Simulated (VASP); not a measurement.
Set up this calculation in VASP 6.6.1, as the native input.

- Task: relaxation of cell and atoms
- Functional: PBE
- Potentials or basis: VASP PAW PBE potentials, release 64 (Be, Ga_d, C)
- Cutoff: 600 eV
- k mesh: 9 × 9 × 14
- Occupations: gaussian, width 0.1 eV
- Spin: no spin polarisation
- Dipole correction: no
- Further INCAR settings: ALGO = Normal; EDIFF = 1e-07; IBRION = 2; EDIFFG = -0.01; NSW = 100; ISIF = 3

The structure of Be3Ga3C2 lies in POSCAR:

```
Be3Ga3C2
1.0
    6.5826250101      0.0000000000      0.0000000000
   -3.2913125050      5.7007204823      0.0000000000
    0.0000000000      0.0000000000      2.6772743657
Be Ga C
3 3 2
Direct
    0.8788906353      0.4394453177      0.5000000000
    0.5605546823      0.4394453177      0.5000000000
    0.5605546823      0.1211093647      0.5000000000
    0.6894862859      0.8447431429      0.0000000000
    0.1552568571      0.8447431429      0.0000000000
    0.1552568571      0.3105137141      0.0000000000
    0.0000000000      0.0000000000      0.5000000000
    0.6666666667      0.3333333333      0.0000000000
```

One way to write it, as run:

INCAR

```
PREC = Accurate
ENCUT = 600
EDIFF = 1E-7
ISMEAR = 0
SIGMA = 0.1
LREAL = F
LASPH = T
NELM = 100
ALGO = Normal
ISIF = 3
LWAVE = F
LCHARG = F
GGA = PE
IBRION = 2
NSW = 100
EDIFFG = -0.01
```

KPOINTS

```
regular mesh
0
Gamma
  9 9 14
```

Potentials or basis: VASP PAW PBE potentials, release 64 (Be, Ga_d, C).

Command:

```bash
$ cat potpaw_PBE.64/Be/POTCAR potpaw_PBE.64/Ga_d/POTCAR potpaw_PBE.64/C/POTCAR > POTCAR
$ mpirun -np 1 vasp_std > vasp.out
```

It gave:

```json
{
 "Relaxed volume": "12.23 Å³/atom",
 "Relaxed cell": "a = 6.443 Å, b = 6.443 Å, c = 2.721 Å, α = 90.00°, β = 90.00°, γ = 120.00°",
 "Space group after relaxing (to 0.05 Å)": "P-6m2 (No. 187)",
 "Energy gained by relaxing": "5.1 meV/atom",
 "Ionic steps": "11",
 "Pressure after relaxing": "0.0 GPa",
 "Largest force after relaxing": "0.005 eV/Å"
}
```

Run time: 21 min on 1 thread of Intel(R) Xeon(R) 6975P-C (Granite Rapids), with other jobs on the host, peak memory 0.5 GiB.
